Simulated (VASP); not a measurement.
# Ti (Fmmm) in VASP: single point with LDA

Aim: the single point of Ti with LDA.

Program: VASP 6.6.1. These are calculated values, not measurements. Logs are shortened: lines on timing, memory, paths and dates and some standing lists are left out, and cuts for length are marked.

## Step 1: The cell of the first run

The structure is orthorhombic, space group Fmmm (No. 69). Conventional cell: a = 4.001 Å, b = 4.141 Å, c = 4.281 Å, α = 90.00°, β = 90.00°, γ = 90.00°. Ti (site symmetry mmm) has 12 Ti at 2.88 to 2.98 Å within 3.8 Å.

## Step 2: Single point, LDA (normal strain along x +0.0350, normal strain along y +0.0700)

The input, INCAR:

```
PREC = Accurate
ENCUT = 520
EDIFF = 1E-6
ISMEAR = 0
SIGMA = 0.15
LREAL = False
LASPH = True
NELM = 100
ALGO = Fast
ISIF = 2
LWAVE = False
LCHARG = False
NBANDS = 12
```

The input, KPOINTS:

```
Automatic mesh
0
Gamma
  20 20 20
```

The input, POSCAR:

```
Ti
1.0
    0.0000000000      2.1405714119      2.0005340298
    2.0705527208      0.0000000000      2.0005340298
    2.0705527208      2.1405714119      0.0000000000
Ti
1
Direct
    0.0000000000      0.0000000000      0.0000000000
```

Potentials or basis: VASP PAW LDA potentials, release 64 (Ti_sv).

Command:

```bash
$ cat potpaw_LDA.64/Ti_sv/POTCAR > POTCAR
$ mpirun -np 1 vasp_std > vasp.out
```

OUTCAR:

```text
PREC = Accurate
   ENCUT = 520
   EDIFF = 1E-6
   ISMEAR = 0
   LREAL = False
   LASPH = True
   NELM = 100
   ISIF = 2

 ion  position               nearest neighbor table
   1  0.000  0.000  0.000-

  LATTYP: Found a face centered orthorhombic cell.
 ALAT       =     4.0010680596
 B/A-ratio  =     1.0350000000
 C/A-ratio  =     1.0700000000

  Lattice vectors:

 A1 = (   2.0705527208,   2.1405714119,   0.0000000000)
 A2 = (   0.0000000000,   2.1405714119,   2.0005340298)
 A3 = (   2.0705527208,   0.0000000000,   2.0005340298)

Analysis of symmetry for initial positions (statically):
=====================================================================
 Subroutine PRICEL returns:
 Original cell was already a primitive cell.

 Routine SETGRP: Setting up the symmetry group for a
 face centered orthorhombic supercell.

 Subroutine GETGRP returns: Found  8 space group operations
 (whereof  8 operations were pure point group operations)
 out of a pool of  8 trial point group operations.

The static configuration has the point symmetry D_2h.

Analysis of symmetry for dynamics (positions and initial velocities):
=====================================================================
 Subroutine PRICEL returns:
 Original cell was already a primitive cell.

 Routine SETGRP: Setting up the symmetry group for a
 face centered orthorhombic supercell.

 Subroutine GETGRP returns: Found  8 space group operations
 (whereof  8 operations were pure point group operations)
 out of a pool of  8 trial point group operations.

The dynamic configuration has the point symmetry D_2h.

 Subroutine INISYM returns: Found  8 space group operations
 (whereof  8 operations are pure point group operations),
 and found     1 'primitive' translations

----------------------------------------------------------------------------------------

                                     Primitive cell

  volume of cell :      17.7334

  direct lattice vectors                    reciprocal lattice vectors
     0.000000000  2.140571412  2.000534030    -0.241481415  0.233582490  0.249933264
     2.070552721  0.000000000  2.000534030     0.241481415 -0.233582490  0.249933264
     2.070552721  2.140571412  0.000000000     0.241481415  0.233582490 -0.249933264

  length of vectors
     2.929877536  2.879118784  2.978126011     0.418737017  0.418737017  0.418737017

  position of ions in fractional coordinates (direct lattice)
     0.000000000  0.000000000  0.000000000

  ion indices of the primitive-cell ions
   primitive index   ion index
                 1           1

----------------------------------------------------------------------------------------

 KPOINTS: Automatic mesh

Automatic generation of k-mesh.
 Grid dimensions read from file:
 generate k-points for:   20   20   20

 Generating k-lattice:

  Cartesian coordinates                     Fractional coordinates (reciprocal lattice)
    -0.012074071  0.011679124  0.012496663     0.050000000 -0.000000000 -0.000000000
     0.012074071 -0.011679124  0.012496663     0.000000000  0.050000000  0.000000000
     0.012074071  0.011679124 -0.012496663    -0.000000000  0.000000000  0.050000000

  Length of vectors
     0.020936851  0.020936851  0.020936851

  Shift w.r.t. Gamma in fractional coordinates (k-lattice)
     0.000000000  0.000000000  0.000000000

 Subroutine IBZKPT returns following result:
 ===========================================

 Found   1166 irreducible k-points:

 Following reciprocal coordinates:
            Coordinates               Weight
  0.000000  0.000000  0.000000      1.000000
  0.050000  0.000000  0.000000      8.000000
  0.100000 -0.000000  0.000000      8.000000
  0.150000 -0.000000  0.000000      8.000000
  0.200000 -0.000000  0.000000      8.000000
  0.250000  0.000000  0.000000      8.000000
[... 16 lines left out ...]
 -0.400000  0.050000 -0.000000      8.000000
 -0.350000  0.050000  0.000000      8.000000
 [... further k-points ...]
   k-points           NKPTS =   1166   k-points in BZ     NKDIM =   1166   number of bands    NBANDS=     12
   number of dos      NEDOS =    301   number of ions     NIONS =      1
   total plane-waves  NPLWV =  13824
   dimension x,y,z NGX =    24 NGY =   24 NGZ =   24
   dimension x,y,z NGXF=    48 NGYF=   48 NGZF=   48
   ions per type =               1
   NGX,Y,Z   is equivalent  to a cutoff of  13.62, 13.86, 13.40 a.u.
   NGXF,Y,Z  is equivalent  to a cutoff of  27.24, 27.72, 26.79 a.u.
 SYSTEM =  unknown system
   PREC   = accura    normal or accurate (medium, high low for compatibility)
   ISTART =      0    job   : 0-new  1-cont  2-samecut
   ICHARG =      2    charge: 1-file 2-atom 10-const
   ISPIN  =      1    spin polarized calculation?
   LNONCOLLINEAR =      F non collinear calculations
   LSORBIT =      F    spin-orbit coupling
   LASPH  =      T    aspherical Exc in radial PAW
   ENCUT  =  520.0 eV  38.22 Ry    6.18 a.u.   5.45  5.35  5.54*2*pi/ulx,y,z
   NELM   =    100;   NELMIN=  2; NELMDL= -5     # of ELM steps
   EDIFF  = 0.1E-05   stopping-criterion for ELM
   LREAL  =      F    real-space projection
   EDIFFG = 0.1E-04   stopping-criterion for IOM
   NSW    =      0    number of steps for IOM
   IBRION =     -1    ionic relax: 0-MD 1-quasi-New 2-CG
   NFREE  =      0    steps in history (QN), initial steepest desc. (CG)
   ISIF   =      2    stress and relaxation
   ISYM   =      2    0-nonsym 1-usesym 2-fastsym
   POTIM  = 0.5000    time-step for ionic-motion
   TEBEG  =    0.0;   TEEND  =   0.0 temperature during run
   PSTRESS=    0.0 pullay stress
   NELECT =      12.0000    total number of electrons
   NUPDOWN=      -1.0000    fix difference up-down
   EMIN   =  10.00;   EMAX   =-10.00  energy-range for DOS
   EFERMI =   0.00;   METHOD = LEGACY
   ISMEAR =     0;   SIGMA  =   0.15  broadening in eV -4-tet -1-fermi 0-gaus
   EFERMI_NEDOS =   21; number of points for ismear=-14 and -15
   IALGO  =     68    algorithm
   IMIX   =      4    mixing-type and parameters
     AMIX     =   0.40;   BMIX     =  1.00
     AMIX_MAG =   1.60;   BMIX_MAG =  1.00
  volume/ion in A,a.u.               =      17.73       119.67
  Fermi-wavevector in a.u.,A,eV,Ry     =   1.437269  2.716044 28.106112  2.065741
  Thomas-Fermi vector in A             =   2.556365
   LORBIT       =      0    0 simple, 1 ext, 2 COOP (PROOUT), +10 PAW based schemes
   GGA     = CA    functional components
   LHFCALC =     F    Hartree Fock is set to
   AEXX    =    0.0000 exact exchange contribution
   IVDW    =     0    specifies the selected vdW correction
   LEPSILON=     F    determine dielectric tensor
   LRPA    =     F    only Hartree local field effects (RPA)
 non-spin polarized calculation
 RMM-DIIS sequential band-by-band and
 Gauss-broadening in eV      SIGMA  =   0.15
  energy-cutoff  :      520.00
  volume of cell :       17.73
 maximum number of plane-waves:       499
 NGX is ok and might be reduce to    24
   NGX = 11   NGY = 11   NGZ = 11

 number of electron      11.9999999 magnetization

 Free energy of the ion-electron system (eV)
  ---------------------------------------------------
  ext. energy  EPLUGINS =         0.00000000
  ---------------------------------------------------
  free energy    TOTEN  =        -8.44431452 eV

  energy without entropy =       -8.42280460  energy(sigma->0) =       -8.43355956

 E-fermi :   7.7548     XC(G=0): -11.6852

 val. band max:        7.7547622103   @ k =  -0.2500   0.3000   0.1500
 cond. band min:       7.7555704273   @ k =  -0.2000   0.1000   0.0500
 fundamental gap:      0.0008082170
 Fermi energy:         7.7548093844

 k-point     1 :       0.0000    0.0000    0.0000
  band No.  band energies     occupation
      1     -48.2895      2.00000
      2     -24.5494      2.00000
      3     -24.5406      2.00000
      4     -24.5360      2.00000
      5       1.7964      2.00000
      6       8.3430      0.00000
      7       8.6199      0.00000
      8       8.8642      0.00000
      9       9.8736      0.00000
     10      10.3927      0.00000
     11      23.0532      0.00000
     12      26.5916      0.00000

 k-point     2 :       0.0500    0.0000    0.0000
  band No.  band energies     occupation
      1     -48.2866      2.00000
      2     -24.5600      2.00000
      3     -24.5472      2.00000
      4     -24.5392      2.00000
      5       1.8763      2.00000
      6       8.3487      0.00000
      7       8.6214      0.00000
      8       8.8656      0.00000
      9       9.8607      0.00000
     10      10.3692      0.00000
     11      23.1140      0.00000
     12      26.3161      0.00000

 k-point     3 :       0.1000   -0.0000    0.0000
  band No.  band energies     occupation
      1     -48.2782      2.00000
      2     -24.6058      2.00000
      3     -24.5564      2.00000
      4     -24.5437      2.00000
      5       2.1116      2.00000
      6       8.3214      0.00000
      7       8.6284      0.00000
      8       8.9027      0.00000
      9       9.8365      0.00000
     10      10.3089      0.00000
     11      23.2242      0.00000
     12      25.2763      0.00000
[... 286 lines left out ...]
 k-point    23 :      -0.4000    0.0500   -0.0000
  band No.  band energies     occupation
      1     -48.1772      2.00000
      2     -25.1395      2.00000
      3     -24.6470      2.00000
      4     -24.6073      2.00000
      5       5.1275      2.00000
      6       8.0257      0.01065
      7       8.3364      0.00000
      8       8.7685      0.00000
      9      11.0075      0.00000
     10      11.1842      0.00000
     11      16.5436      0.00000
     12      22.4721      0.00000

 k-point    24 :      -0.3500    0.0500    0.0000
  band No.  band energies     occupation
      1     -48.1893      2.00000
      2     -25.0766      2.00000
      3     -24.6351      2.00000
      4     -24.6029      2.00000
      5       4.8281      2.00000
      6       7.8238      0.51563
      7       8.4131      0.00000
      8       8.8201      0.00000
      9      10.7126      0.00000
     10      11.0031      0.00000
     11      17.5777      0.00000
     12      22.7995      0.00000

 [... further k-points ...]
[... 5 lines left out ...]
  --------------------------------------------------------------------------------------
  -------------------------------------------------------------------------------------
  Total       -1.1867004     -1.2957599     -1.0721877      0.0000000      0.0000000     -0.0000000
  in kB     -107.2160325   -117.0693416    -96.8700367      0.0000000      0.0000000     -0.0000000
  external PRESSURE =    -107.0518036 kB  Pullay stress =       0.0000000 kB

 VOLUME and BASIS-vectors are now :
 -----------------------------------------------------------------------------
  energy-cutoff  :      520.00
  volume of cell :       17.73
      direct lattice vectors                 reciprocal lattice vectors
     0.000000000  2.140571412  2.000534030    -0.241481415  0.233582490  0.249933264
     2.070552721  0.000000000  2.000534030     0.241481415 -0.233582490  0.249933264
     2.070552721  2.140571412  0.000000000     0.241481415  0.233582490 -0.249933264

 POSITION                                       TOTAL-FORCE (eV/Angst)
 -----------------------------------------------------------------------------------
      0.00000      0.00000      0.00000         0.000000     -0.000000      0.000000
 -----------------------------------------------------------------------------------
    total drift:                               -0.000000      0.000000      0.000000

  FREE ENERGIE OF THE ION-ELECTRON SYSTEM (eV)
  ---------------------------------------------------
  free  energy   TOTEN  =        -8.4443145205 eV

  energy  without entropy=       -8.4228045958  energy(sigma->0) =       -8.43355956
```

It took 4.9 min on 1 thread of Intel Xeon Platinum 8375C at 2.90GHz (Ice Lake), shared host; peak memory 0.33 GiB.

What came out:

| Item | Value |
| --- | --- |
| Free energy | -8.4443 eV |
| Pressure | -10.7 GPa |
| Band gap on the k mesh | zero (band 6 reaches 8.52 eV, above the bottom of band 7 at 7.25 eV) |

Levels at points of the mesh, in eV from the Fermi level:
| k point | band 2 | band 3 | band 4 | band 5 | band 6 | band 7 | band 8 | band 9 | band 10 | band 11 |
| --- | --- | --- | --- | --- | --- | --- | --- | --- | --- | --- |
| (0.00, 0.00, 0.00) | -32.30 | -32.30 | -32.29 | -5.96 | 0.59 | 0.87 | 1.11 | 2.12 | 2.64 | 15.30 |
| (0.50, 0.00, 0.00) | -32.94 | -32.41 | -32.35 | -2.53 | 0.47 | 0.71 | 0.97 | 3.36 | 3.57 | 7.98 |
| (0.50, 0.50, 0.00) | -32.90 | -32.59 | -32.54 | -2.47 | -1.72 | 3.42 | 3.47 | 3.65 | 3.87 | 10.95 |
| (0.50, 0.00, 0.50) | -32.90 | -32.50 | -32.47 | -2.53 | -1.59 | 2.25 | 3.45 | 3.64 | 3.82 | 9.73 |
| (0.00, 0.50, 0.50) | -32.91 | -32.56 | -32.49 | -2.50 | -1.63 | 2.83 | 3.40 | 3.54 | 3.94 | 10.33 |

Caveat: the cell differs from its parent crystal (normal strain along x +0.0350, normal strain along y +0.0700).
